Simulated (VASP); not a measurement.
WS2, 3 atoms in the cell. The cell holds a slab with vacuum, 3 atoms: a = 3.146 Å, b = 3.146 Å, c = 16.953 Å, α = 90.00°, β = 90.00°, γ = 120.00°.  This cell differs from its parent crystal: atom 1 (W) moved by (-0.200, -0.200) A along x and y.

| Property | Result |
| --- | --- |
| Program | VASP 6.6.1 |
| Task | single point |
| Functional | PBEsol |
| Potentials or basis | VASP PAW PBE potentials, release 64 (W_sv, S) |
| Cutoff | 520 eV |
| k mesh | 12 × 12 × 2 |
| Occupations | gaussian, width 0.05 eV |
| Spin | no spin polarisation |
| Dipole correction | no |
| Further INCAR settings | ALGO = Normal; EDIFF = 1e-07; NBANDS = 20 |

Potentials or basis: VASP PAW PBE potentials, release 64 (W_sv, S).

Command:

```console
$ cat potpaw_PBE.64/W_sv/POTCAR potpaw_PBE.64/S/POTCAR > POTCAR
$ mpirun -np 1 vasp_std > vasp.out
```

Hardware: 1 thread of AMD EPYC 7R13 Processor (Zen 3), with other jobs on the host.

How long does it take, and how much memory?

Wall time 11 min on 1 thread of AMD EPYC 7R13 Processor (Zen 3), on a shared host, peak memory 0.49 GiB. Counts: scf iterations 24, k points 148.
